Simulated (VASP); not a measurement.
# SnSe2 (P-1) in VASP: single point with PBE+D3(BJ)

Aim: the single point of SnSe2 with PBE+D3(BJ).

Program: VASP 6.6.1. These are calculated values, not measurements. Logs are shortened: lines on timing, memory, paths and dates and some standing lists are left out, and cuts for length are marked.

**1. The cell of the first run**

The typed cell holds 6 atoms: a = 3.839 Å, b = 3.839 Å, c = 12.638 Å, α = 73.83°, β = 75.34°, γ = 60.00°.

**2. Single point, PBE+D3(BJ)**

INCAR

```
SYSTEM = SnSe2
  PREC = Accurate
  ENCUT = 520
  EDIFF = 1E-6
  ISMEAR = 0
  SIGMA = 0.03
  LREAL = .False.
  LASPH = .True.
  NELM = 100
  ALGO = Normal
  ISIF = 2
  LWAVE = .False.
  LCHARG = .True.
  GGA = PE
  IVDW = 12
  LELF = .True.
  LVHAR = .True.
  NBANDS = 35
```

KPOINTS

```
Automatic mesh
0
Gamma
  10 10 3
  0 0 0
```

POSCAR

```
SnSe2
1.0
   -3.8390485956      0.0000000000      0.0000000000
   -1.9195242978     -3.3247136102      0.0000000000
   -3.1992071630     -2.2164757401     12.0232622210
Sn Se
2 4
Direct
   -0.3750000000     -0.5000000000      0.7500000000
   -0.1250000000     -0.1666666667      0.2500000000
   -0.1079549157     -0.2550509987      0.8825764980
    0.1420450843      0.0782823347      0.3825764980
    0.6079549157      0.5883843320      0.1174235020
    0.3579549157      0.2550509987      0.6174235020
```

Potentials or basis: VASP PAW PBE potentials, release 64 (Sn_d, Se).

Run with:

```sh
cat potpaw_PBE.64/Sn_d/POTCAR potpaw_PBE.64/Se/POTCAR > POTCAR
mpirun -np 1 vasp_std > vasp.out
```

OUTCAR:

```text
SYSTEM = SnSe2
   PREC = Accurate
   ENCUT = 520
   EDIFF = 1E-6
   ISMEAR = 0
   LREAL = .False.
   LASPH = .True.
   NELM = 100
   ISIF = 2
   GGA = PE
   IVDW = 12
 IVDW          = 12

 ion  position               nearest neighbor table
   1  0.625  0.500  0.750-   3 2.73   6 2.73   6 2.73   3 2.73   3 2.73   6 2.73
   2  0.875  0.833  0.250-   5 2.73   4 2.73   5 2.73   4 2.73   4 2.73   5 2.73
   3  0.892  0.745  0.883-   1 2.73   1 2.73   1 2.73
   4  0.142  0.078  0.383-   2 2.73   2 2.73   2 2.73
   5  0.608  0.588  0.117-   2 2.73   2 2.73   2 2.73
   6  0.358  0.255  0.617-   1 2.73   1 2.73   1 2.73

  LATTYP: Found a triclinic cell.
 ALAT       =     3.8390485956
 B/A-ratio  =     1.0000000000
 C/A-ratio  =     3.2149900221
 COS(alpha) =     0.0259202463
 COS(beta)  =     0.2073619707
 COS(gamma) =     0.5000000000

  Lattice vectors:

 A1 = (  -3.8390485956,   0.0000000000,   0.0000000000)
 A2 = (  -1.9195242978,   3.3247136102,   0.0000000000)
 A3 = (  -2.5593657304,  -1.1082378701, -12.0232622210)

Analysis of symmetry for initial positions (statically):
=====================================================================
 Subroutine PRICEL returns:
 Original cell was already a primitive cell.

 Routine SETGRP: Setting up the symmetry group for a
 triclinic supercell.

 Subroutine GETGRP returns: Found  2 space group operations
 (whereof  1 operations were pure point group operations)
 out of a pool of  2 trial point group operations.

The static configuration has the point symmetry C_1 .
 The point group associated with its full space group is S_2 .

Analysis of symmetry for dynamics (positions and initial velocities):
=====================================================================
 Subroutine PRICEL returns:
 Original cell was already a primitive cell.

 Routine SETGRP: Setting up the symmetry group for a
 triclinic supercell.

 Subroutine GETGRP returns: Found  2 space group operations
 (whereof  1 operations were pure point group operations)
 out of a pool of  2 trial point group operations.

The dynamic configuration has the point symmetry C_1 .
 The point group associated with its full space group is S_2 .

 Subroutine INISYM returns: Found  2 space group operations
 (whereof  1 operations are pure point group operations),
 and found     1 'primitive' translations

----------------------------------------------------------------------------------------

                                     Primitive cell

  volume of cell :     153.4618

  direct lattice vectors                    reciprocal lattice vectors
    -3.839048596  0.000000000  0.000000000    -0.260481204  0.150388893 -0.041586051
    -1.919524298 -3.324713610  0.000000000     0.000000000 -0.300777786 -0.055448068
    -3.199207163 -2.216475740 12.023262221     0.000000000  0.000000000  0.083172103

  length of vectors
     3.839048596  3.839048596 12.637504723     0.303639056  0.305845983  0.083172103

  position of ions in fractional coordinates (direct lattice)
     0.625000000  0.500000000  0.750000000
     0.875000000  0.833333333  0.250000000
     0.892045084  0.744949001  0.882576498
     0.142045084  0.078282335  0.382576498
     0.607954916  0.588384332  0.117423502
     0.357954916  0.255050999  0.617423502

  ion indices of the primitive-cell ions
   primitive index   ion index
                 1           1
                 2           2
                 3           3
                 4           4
                 5           5
                 6           6

----------------------------------------------------------------------------------------

 KPOINTS: Automatic mesh

Automatic generation of k-mesh.
 Grid dimensions read from file:
 generate k-points for:   10   10    3

 Generating k-lattice:

  Cartesian coordinates                     Fractional coordinates (reciprocal lattice)
    -0.026048120  0.015038889 -0.004158605     0.100000000  0.000000000  0.000000000
     0.000000000 -0.030077779 -0.005544807     0.000000000  0.100000000  0.000000000
     0.000000000  0.000000000  0.027724034     0.000000000  0.000000000  0.333333333

  Length of vectors
     0.030363906  0.030584598  0.027724034

  Shift w.r.t. Gamma in fractional coordinates (k-lattice)
     0.000000000  0.000000000  0.000000000

 Subroutine IBZKPT returns following result:
 ===========================================

 Found    152 irreducible k-points:

 Following reciprocal coordinates:
            Coordinates               Weight
  0.000000  0.000000  0.000000      1.000000
  0.100000  0.000000  0.000000      2.000000
  0.200000  0.000000  0.000000      2.000000
  0.300000 -0.000000 -0.000000      2.000000
  0.400000 -0.000000  0.000000      2.000000
  0.500000  0.000000  0.000000      1.000000
[... 16 lines left out ...]
 -0.400000  0.200000  0.000000      2.000000
 -0.300000  0.200000  0.000000      2.000000
 [... further k-points ...]
   k-points           NKPTS =    152   k-points in BZ     NKDIM =    152   number of bands    NBANDS=     35
   number of dos      NEDOS =    301   number of ions     NIONS =      6
   total plane-waves  NPLWV =  86400
   dimension x,y,z NGX =    30 NGY =   30 NGZ =   96
   dimension x,y,z NGXF=    60 NGYF=   60 NGZF=  192
   ions per type =               2   4
   NGX,Y,Z   is equivalent  to a cutoff of  12.99, 12.99, 12.63 a.u.
   NGXF,Y,Z  is equivalent  to a cutoff of  25.98, 25.98, 25.26 a.u.
 SYSTEM =  SnSe2
   PREC   = accura    normal or accurate (medium, high low for compatibility)
   ISTART =      0    job   : 0-new  1-cont  2-samecut
   ICHARG =      2    charge: 1-file 2-atom 10-const
   ISPIN  =      1    spin polarized calculation?
   LNONCOLLINEAR =      F non collinear calculations
   LSORBIT =      F    spin-orbit coupling
   LASPH  =      T    aspherical Exc in radial PAW
   ENCUT  =  520.0 eV  38.22 Ry    6.18 a.u.   7.14  7.14 23.50*2*pi/ulx,y,z
   NELM   =    100;   NELMIN=  2; NELMDL= -5     # of ELM steps
   EDIFF  = 0.1E-05   stopping-criterion for ELM
   LREAL  =      F    real-space projection
[... 7 lines left out ...]
   TEBEG  =    0.0;   TEEND  =   0.0 temperature during run
   PSTRESS=    0.0 pullay stress
   NELECT =      52.0000    total number of electrons
   NUPDOWN=      -1.0000    fix difference up-down
   EMIN   =  10.00;   EMAX   =-10.00  energy-range for DOS
   EFERMI =   0.00;   METHOD = LEGACY
   ISMEAR =     0;   SIGMA  =   0.03  broadening in eV -4-tet -1-fermi 0-gaus
   EFERMI_NEDOS =   21; number of points for ismear=-14 and -15
   IALGO  =     38    algorithm
   IMIX   =      4    mixing-type and parameters
     AMIX     =   0.40;   BMIX     =  1.00
     AMIX_MAG =   1.60;   BMIX_MAG =  1.00
  volume/ion in A,a.u.               =      25.58       172.60
  Fermi-wavevector in a.u.,A,eV,Ry     =   1.141325  2.156791 17.723250  1.302622
  Thomas-Fermi vector in A             =   2.278025
   LORBIT       =      0    0 simple, 1 ext, 2 COOP (PROOUT), +10 PAW based schemes
   GGA     = PE    functional components
   LHFCALC =     F    Hartree Fock is set to
   AEXX    =    0.0000 exact exchange contribution
   IVDW    =    12    specifies the selected vdW correction
   LEPSILON=     F    determine dielectric tensor
   LRPA    =     F    only Hartree local field effects (RPA)
 non-spin polarized calculation
 Gauss-broadening in eV      SIGMA  =   0.03
  energy-cutoff  :      520.00
  volume of cell :      153.46
 maximum number of plane-waves:      4162
 NGX is ok and might be reduce to    30
   NGX = 15   NGY = 15   NGZ = 47

 number of electron      52.0000012 magnetization

 Free energy of the ion-electron system (eV)
  ---------------------------------------------------
  ext. energy  EPLUGINS =         0.00000000
  ---------------------------------------------------
  free energy    TOTEN  =       -23.29215014 eV

  energy without entropy =      -23.29184437  energy(sigma->0) =      -23.29199726

 E-fermi :   4.7009     XC(G=0):  -9.5391

 val. band max:        4.6921558499   @ k =   0.0000   0.0000   0.0000
 cond. band min:       4.7045759284   @ k =  -0.3000   0.2000   0.3333
 fundamental gap:      0.0124200785
 Fermi energy:         4.7008807397

 k-point     1 :       0.0000    0.0000    0.0000
  band No.  band energies     occupation
      1     -16.9176      2.00000
      2     -16.9176      2.00000
      3     -16.9136      2.00000
      4     -16.9136      2.00000
      5     -16.8858      2.00000
      6     -16.8856      2.00000
[... 27 lines left out ...]
     34       8.8251      0.00000
     35      12.0276      0.00000

 k-point     2 :       0.1000    0.0000    0.0000
  band No.  band energies     occupation
      1     -16.9178      2.00000
      2     -16.9177      2.00000
      3     -16.9144      2.00000
      4     -16.9143      2.00000
      5     -16.8836      2.00000
      6     -16.8835      2.00000
[... 27 lines left out ...]
     34       9.0680      0.00000
     35      11.8136      0.00000

 k-point     3 :       0.2000    0.0000    0.0000
  band No.  band energies     occupation
      1     -16.9292      2.00000
      2     -16.9291      2.00000
      3     -16.9077      2.00000
      4     -16.9077      2.00000
      5     -16.8834      2.00000
      6     -16.8833      2.00000
[... 27 lines left out ...]
     34       9.7176      0.00000
     35      10.9039      0.00000
[... 723 lines left out ...]
 k-point    23 :      -0.4000    0.2000    0.0000
  band No.  band energies     occupation
      1     -16.9474      2.00000
      2     -16.9471      2.00000
      3     -16.9162      2.00000
      4     -16.9160      2.00000
      5     -16.8845      2.00000
      6     -16.8845      2.00000
[... 27 lines left out ...]
     34      10.5466      0.00000
     35      11.0864      0.00000

 k-point    24 :      -0.3000    0.2000    0.0000
  band No.  band energies     occupation
      1     -16.9458      2.00000
      2     -16.9454      2.00000
      3     -16.9146      2.00000
      4     -16.9145      2.00000
      5     -16.8836      2.00000
      6     -16.8835      2.00000
[... 27 lines left out ...]
     34      10.4815      0.00000
     35      10.9798      0.00000

 [... further k-points ...]

------------------------ aborting loop because EDIFF is reached ----------------------------------------

 Edisp (eV)   -2.17774

 E8    (eV) :    -0.9519

  FORCE on cell =-STRESS in cart. coord.  units (eV):
  Direction    XX          YY          ZZ          XY          YZ          ZX
  --------------------------------------------------------------------------------------
  -------------------------------------------------------------------------------------
  Total       0.31082     0.20977     3.58265     0.29164     0.07002     0.71811
  in kB       3.24505     2.19006    37.40369     3.04482     0.73105     7.49722
  external pressure =       14.28 kB  Pullay stress =        0.00 kB

 VOLUME and BASIS-vectors are now :
 -----------------------------------------------------------------------------
  energy-cutoff  :      520.00
  volume of cell :      153.46
      direct lattice vectors                 reciprocal lattice vectors
    -3.839048596  0.000000000  0.000000000    -0.260481204  0.150388893 -0.041586051
    -1.919524298 -3.324713610  0.000000000     0.000000000 -0.300777786 -0.055448068
    -3.199207163 -2.216475740 12.023262221     0.000000000  0.000000000  0.083172103

 POSITION                                       TOTAL-FORCE (eV/Angst)
 -----------------------------------------------------------------------------------
     -5.75857     -3.32471      9.01745         0.059427     -0.015191     -0.244204
     -5.75857     -3.32471      3.00582        -0.059427      0.015191      0.244204
     -7.67810     -4.43295     10.61145        -0.342541      0.041754     -0.475053
     -1.91952     -1.10824      4.59982         0.012911      0.009838      0.132737
     -3.83905     -2.21648      1.41181         0.342541     -0.041754      0.475053
     -3.83905     -2.21648      7.42344        -0.012911     -0.009838     -0.132737
 -----------------------------------------------------------------------------------
    total drift:                                0.000000      0.000000     -0.000000

  FREE ENERGIE OF THE ION-ELECTRON SYSTEM (eV)
  ---------------------------------------------------
  free  energy   TOTEN  =       -25.4698881270 eV

  energy  without entropy=      -25.4695823506  energy(sigma->0) =      -25.46973524
```

It took 8.2 min on 1 thread of Intel Xeon 6975P-C (Granite Rapids), shared host; peak memory 0.74 GiB.

Results:

* Free energy: -25.4699 eV
* Pressure: 1.4 GPa
* Largest force: 0.587 eV/Å
* Band gap on the k mesh: zero (band 26 reaches 4.78 eV, above the bottom of band 27 at 4.64 eV)
* Dispersion energy per atom: -0.363 eV

Forces on the atoms (eV/Å):
```
Sn   0.059 -0.015 -0.244
Sn  -0.059  0.015  0.244
Se  -0.343  0.042 -0.475
Se   0.013  0.010  0.133
Se   0.343 -0.042  0.475
Se  -0.013 -0.010 -0.133
```

Caveat: spin-orbit coupling is left out, which moves the levels of the heavy elements; pairwise dispersion overbinds metals, which lowers pressure and volume.
